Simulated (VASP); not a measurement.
# Cs (P6/mmm) in VASP: further runs

Cs is run at these levels: PBE; tasks: single point, relaxation of cell and atoms.

Program: VASP 6.6.1. These are calculated values, not measurements. Logs are shortened: lines on timing, memory, paths and dates and some standing lists are left out, and cuts for length are marked.

### Step 1. The cell of the first run

It takes space group P6/mmm (No. 191, hexagonal). The conventional cell has a = 8.799 Å, b = 8.799 Å, c = 5.274 Å, α = 90.00°, β = 90.00°, γ = 120.00°.

This isn't the form of Cs at room conditions, which is bcc.

### Step 2. Single point, PBE

INCAR reads:

```
PREC     = Accurate       # precision mode
ENCUT    = 500            # plane-wave cutoff, eV
EDIFF    = 1E-6           # SCF threshold, eV
ISMEAR   = 0              # smearing method
SIGMA    = 0.1            # smearing width, eV
LREAL    = False          # projectors in reciprocal space
LASPH    = True           # aspherical terms in the spheres
NELM     = 120            # most SCF steps
ALGO     = Normal         # electronic algorithm
ISIF     = 2              # what is computed and relaxed
LWAVE    = False          # write WAVECAR
LCHARG   = True           # write CHGCAR
GGA      = PE             # functional
LELF     = True           # ELF
LVHAR    = True         
NBANDS   = 20             # bands
GGA_COMPAT= False
```

KPOINTS reads:

```
regular mesh
0
Gamma
  6 6 8
```

POSCAR reads:

```
Cs
1.0
    8.7994747653      0.0000000000      0.0000000000
   -4.3997373826      7.6205686867      0.0000000000
    0.0000000000      0.0000000000      5.2738472594
Cs
3
Direct
    0.0000000000      0.0000000000      0.0000000000
    0.3333333333      0.6666666667      0.5000000000
    0.6666666667      0.3333333333      0.5000000000
```

Potentials or basis: VASP PAW PBE potentials, release 64 (Cs_sv).

Launch:

```console
> cat potpaw_PBE.64/Cs_sv/POTCAR > POTCAR
> mpirun -np 1 vasp_std > vasp.out
```

OUTCAR:

```text
PREC = Accurate
   ENCUT = 500
   EDIFF = 1E-6
   ISMEAR = 0
   LREAL = False
   LASPH = True
   NELM = 120
   ISIF = 2
   GGA = PE

 ion  position               nearest neighbor table
   1  0.000  0.000  0.000-
   2  0.333  0.667  0.500-
   3  0.667  0.333  0.500-

  LATTYP: Found a hexagonal cell.
 ALAT       =     8.7994747653
 C/A-ratio  =     0.5993365968

  Lattice vectors:

 A1 = (   8.7994747653,   0.0000000000,   0.0000000000)
 A2 = (  -4.3997373826,   7.6205686867,   0.0000000000)
 A3 = (   0.0000000000,   0.0000000000,   5.2738472594)

Analysis of symmetry for initial positions (statically):
=====================================================================
 Subroutine PRICEL returns:
 Original cell was already a primitive cell.

 Routine SETGRP: Setting up the symmetry group for a
 hexagonal supercell.

 Subroutine GETGRP returns: Found 24 space group operations
 (whereof 24 operations were pure point group operations)
 out of a pool of 24 trial point group operations.

The static configuration has the point symmetry D_6h.

Analysis of symmetry for dynamics (positions and initial velocities):
=====================================================================
 Subroutine PRICEL returns:
 Original cell was already a primitive cell.

 Routine SETGRP: Setting up the symmetry group for a
 hexagonal supercell.

 Subroutine GETGRP returns: Found 24 space group operations
 (whereof 24 operations were pure point group operations)
 out of a pool of 24 trial point group operations.

The dynamic configuration has the point symmetry D_6h.

 Subroutine INISYM returns: Found 24 space group operations
 (whereof 24 operations are pure point group operations),
 and found     1 'primitive' translations

----------------------------------------------------------------------------------------

                                     Primitive cell

  volume of cell :     353.6484

  direct lattice vectors                    reciprocal lattice vectors
     8.799474765  0.000000000  0.000000000     0.113643147  0.065611901  0.000000000
    -4.399737383  7.620568687  0.000000000     0.000000000  0.131223802  0.000000000
     0.000000000  0.000000000  5.273847259     0.000000000  0.000000000  0.189614896

  length of vectors
     8.799474765  8.799474765  5.273847259     0.131223802  0.131223802  0.189614896

  position of ions in fractional coordinates (direct lattice)
     0.000000000  0.000000000  0.000000000
[... 71 lines left out ...]
   PREC   = accura    normal or accurate (medium, high low for compatibility)
   ISTART =      0    job   : 0-new  1-cont  2-samecut
   ICHARG =      2    charge: 1-file 2-atom 10-const
   ISPIN  =      1    spin polarized calculation?
   LNONCOLLINEAR =      F non collinear calculations
   LSORBIT =      F    spin-orbit coupling
   LASPH  =      T    aspherical Exc in radial PAW
   ENCUT  =  500.0 eV  36.75 Ry    6.06 a.u.  16.04 16.04  9.62*2*pi/ulx,y,z
   NELM   =    120;   NELMIN=  2; NELMDL= -5     # of ELM steps
   EDIFF  = 0.1E-05   stopping-criterion for ELM
   LREAL  =      F    real-space projection
[... 7 lines left out ...]
   TEBEG  =    0.0;   TEEND  =   0.0 temperature during run
   PSTRESS=    0.0 pullay stress
   NELECT =      27.0000    total number of electrons
   NUPDOWN=      -1.0000    fix difference up-down
   EMIN   =  10.00;   EMAX   =-10.00  energy-range for DOS
   EFERMI =   0.00;   METHOD = LEGACY
   ISMEAR =     0;   SIGMA  =   0.10  broadening in eV -4-tet -1-fermi 0-gaus
   EFERMI_NEDOS =   21; number of points for ismear=-14 and -15
   IALGO  =     38    algorithm
   IMIX   =      4    mixing-type and parameters
     AMIX     =   0.40;   BMIX     =  1.00
     AMIX_MAG =   1.60;   BMIX_MAG =  1.00
  volume/ion in A,a.u.               =     117.88       795.51
  Fermi-wavevector in a.u.,A,eV,Ry     =   0.694500  1.312415  6.562500  0.482330
  Thomas-Fermi vector in A             =   1.777010
   LORBIT       =      0    0 simple, 1 ext, 2 COOP (PROOUT), +10 PAW based schemes
   GGA     = PE    functional components
   LHFCALC =     F    Hartree Fock is set to
   AEXX    =    0.0000 exact exchange contribution
   IVDW    =     0    specifies the selected vdW correction
   LEPSILON=     F    determine dielectric tensor
   LRPA    =     F    only Hartree local field effects (RPA)
 non-spin polarized calculation
 Gauss-broadening in eV      SIGMA  =   0.10
  energy-cutoff  :      500.00
  volume of cell :      353.65
 maximum number of plane-waves:      9013
   NGX = 33   NGY = 33   NGZ = 19

 number of electron      26.9999997 magnetization

 Free energy of the ion-electron system (eV)
  ---------------------------------------------------
  ext. energy  EPLUGINS =         0.00000000
  ---------------------------------------------------
  free energy    TOTEN  =        -2.53703007 eV

  energy without entropy =       -2.51950522  energy(sigma->0) =       -2.52826765

 E-fermi :   0.4103     XC(G=0):  -5.3437

 val. band max:        0.3897679278   @ k =   0.1667   0.1667   0.0000
 cond. band min:       0.4181751833   @ k =   0.1667   0.1667   0.0000
 fundamental gap:      0.0284072555
 Fermi energy:         0.4103189828

 k-point     1 :       0.0000    0.0000    0.0000
  band No.  band energies     occupation
      1     -23.5120      2.00000
      2     -23.5038      2.00000
      3     -23.4294      2.00000
      4     -10.3661      2.00000
      5     -10.3661      2.00000
      6     -10.2897      2.00000
[... 541 lines left out ...]
     19       1.8136      0.00000
     20       2.3441      0.00000

 [... further k-points ...]

------------------------ aborting loop because EDIFF is reached ----------------------------------------

  FORCE on cell =-STRESS in cart. coord.  units (eV):
  Direction    XX          YY          ZZ          XY          YZ          ZX
  --------------------------------------------------------------------------------------
  -------------------------------------------------------------------------------------
  Total        0.0015388      0.0015388     -0.0449386      0.0000000     -0.0000000      0.0000000
  in kB        0.0069714      0.0069714     -0.2035909      0.0000000     -0.0000000      0.0000000
  external PRESSURE =      -0.0632160 kB  Pullay stress =       0.0000000 kB

 VOLUME and BASIS-vectors are now :
 -----------------------------------------------------------------------------
  energy-cutoff  :      500.00
  volume of cell :      353.65
      direct lattice vectors                 reciprocal lattice vectors
     8.799474765  0.000000000  0.000000000     0.113643147  0.065611901  0.000000000
    -4.399737383  7.620568687  0.000000000     0.000000000  0.131223802  0.000000000
     0.000000000  0.000000000  5.273847259     0.000000000  0.000000000  0.189614896

 POSITION                                       TOTAL-FORCE (eV/Angst)
 -----------------------------------------------------------------------------------
      0.00000      0.00000      0.00000         0.000000      0.000000      0.000000
     -0.00000      5.08038      2.63692         0.000000     -0.000000      0.000000
      4.39974      2.54019      2.63692        -0.000000      0.000000     -0.000000
 -----------------------------------------------------------------------------------
    total drift:                                0.000000     -0.000000      0.000000

  FREE ENERGIE OF THE ION-ELECTRON SYSTEM (eV)
  ---------------------------------------------------
  free  energy   TOTEN  =        -2.5370300708 eV

  energy  without entropy=       -2.5195052246  energy(sigma->0) =       -2.52826765
```

OSZICAR:

```text
N       E                     dE             d eps       ncg     rms          rms(c)
DAV:   1     0.205398967994E+03    0.20540E+03   -0.85496E+03  1400   0.939E+02
DAV:   2     0.276012418274E+02   -0.17780E+03   -0.17446E+03  1892   0.172E+02
DAV:   3    -0.190254181861E+01   -0.29504E+02   -0.29433E+02  1664   0.735E+01
DAV:   4    -0.252610161102E+01   -0.62356E+00   -0.62308E+00  1652   0.140E+01
DAV:   5    -0.253252350468E+01   -0.64219E-02   -0.64202E-02  1996   0.132E+00    0.230E-01
DAV:   6    -0.253396801727E+01   -0.14445E-02   -0.45209E-03  1804   0.304E-01    0.159E-01
DAV:   7    -0.253667545132E+01   -0.27074E-02   -0.10037E-02  1668   0.449E-01    0.640E-02
DAV:   8    -0.253702242138E+01   -0.34697E-03   -0.62270E-04  1856   0.114E-01    0.122E-02
DAV:   9    -0.253702941935E+01   -0.69980E-05   -0.27013E-05  1884   0.221E-02    0.574E-03
DAV:  10    -0.253703007084E+01   -0.65149E-06   -0.38784E-06  1400   0.772E-03
   1 F= -.25370301E+01 E0= -.25282676E+01  d E =-.175248E-01
```

Run time: 91 s. Hardware: 1 thread of Intel Xeon Platinum 8559C (Emerald Rapids), shared host; peak memory 0.48 GiB.

Results:

* Free energy: -2.5370 eV
* Pressure: 0.0 GPa
* Band gap on the k mesh: zero (an odd number of electrons rules out a gap without spin polarisation)

Caveat: spin-orbit coupling is left out, which moves the levels of the heavy elements.

### Step 3. Relaxation of cell and atoms, PBE

This run uses another cell than the first one, of 143.03 Å³/atom.

INCAR reads:

```
SYSTEM = Cs
PREC     = Accurate       ! precision mode
ENCUT    = 500            ! plane-wave cutoff, eV
EDIFF    = 1E-7           ! SCF threshold, eV
ISMEAR   = 0              ! smearing method
SIGMA    = 0.1            ! smearing width, eV
LREAL    = .FALSE.        ! projectors in reciprocal space
LASPH    = .TRUE.         ! aspherical terms in the spheres
NELM     = 120            ! most SCF steps
ALGO     = Normal         ! electronic algorithm
ISIF     = 3              ! what is computed and relaxed
LWAVE    = .FALSE.        ! write WAVECAR
LCHARG   = .FALSE.        ! write CHGCAR
GGA      = PE             ! functional
IBRION   = 2              ! ionic algorithm
NSW      = 100            ! ionic steps
EDIFFG   = -0.01          ! ionic threshold
GGA_COMPAT= .FALSE.      
NELMIN   = 4
```

KPOINTS reads:

```
regular mesh
0
G
  6 6 8
  0 0 0
```

POSCAR reads:

```
Cs
1.0
    9.3149276026      0.0000000000      0.0000000000
   -4.6574638013      8.0669639382      0.0000000000
    0.0000000000      0.0000000000      5.7104556172
Cs
3
Direct
    0.0000000000      0.0000000000      0.0000000000
    0.3333333333      0.6666666667      0.5000000000
    0.6666666667      0.3333333333      0.5000000000
```

Potentials or basis: VASP PAW PBE potentials, release 64 (Cs_sv).

Launch:

```console
> cat potpaw_PBE.64/Cs_sv/POTCAR > POTCAR
> mpirun -np 1 vasp_std > vasp.out
```

Run time: 13 min. Hardware: 1 thread of Intel Xeon Platinum 8559C (Emerald Rapids), shared host; peak memory 0.6 GiB.

Results (log left out):

- Free energy: -2.5399 eV
- Relaxed volume: 117.47 Å³/atom
- Relaxed cell: a = 8.798 Å, b = 8.798 Å, c = 5.257 Å, α = 90.00°, β = 90.00°, γ = 120.00°
- Space group after relaxing (to 0.1 Å): P6/mmm (No. 191)
- Energy gained by relaxing: 25.1 meV/atom
- Ionic steps: 8
- Pressure after relaxing: 0.0 GPa
- Band gap on the k mesh: zero (an odd number of electrons rules out a gap without spin polarisation)

The path:
```
step  energy change (eV)  largest force (eV/Å)  pressure (GPa)  volume (Å³)
   1              0.0000                0.0000           -0.27       429.10
   2             -0.0230                0.0000           -0.23       414.50
   3             -0.0672                0.0000           -0.10       374.01
   4             -0.0170                0.0000            0.40       301.09
   5             -0.0743                0.0000           -0.01       355.33
   6             -0.0744                0.0000            0.00       352.52
   7             -0.0747                0.0000            0.00       352.50
   8             -0.0752                0.0000            0.00       352.42
```

Final structure:
```
Cs
1.0
     8.79841    0.00000    0.00000
    -4.39921    7.61965    0.00000
     0.00000    0.00000    5.25679
Cs
3
Cartesian
  0.0000 0.0000 0.0000
  0.0000 5.0798 2.6284
  4.3992 2.5399 2.6284
```

Levels at points of the mesh, in eV from the Fermi level:
| k point | band 9 | band 10 | band 11 | band 12 | band 13 | band 14 | band 15 | band 16 | band 17 |
| --- | --- | --- | --- | --- | --- | --- | --- | --- | --- |
| (0.00, 0.00, 0.00) | -10.66 | -10.63 | -10.63 | -10.59 | -1.67 | 0.68 | 0.84 | 0.84 | 0.86 |
| (0.50, 0.00, 0.00) | -10.67 | -10.64 | -10.63 | -10.59 | -0.85 | -0.85 | 0.01 | 0.80 | 1.48 |
| (0.00, 0.00, 0.50) | -10.67 | -10.67 | -10.63 | -10.63 | -0.21 | 0.03 | 0.75 | 0.75 | 0.92 |
| (0.50, 0.00, 0.50) | -10.68 | -10.66 | -10.63 | -10.63 | 0.16 | 0.18 | 0.66 | 0.75 | 0.76 |

Caveat: the volume moved by over 15 % at a fixed basis, so the end points are rough; spin-orbit coupling is left out, which moves the levels of the heavy elements.

The gap in the log of VASP goes by the Fermi energy; the results here count the filled bands.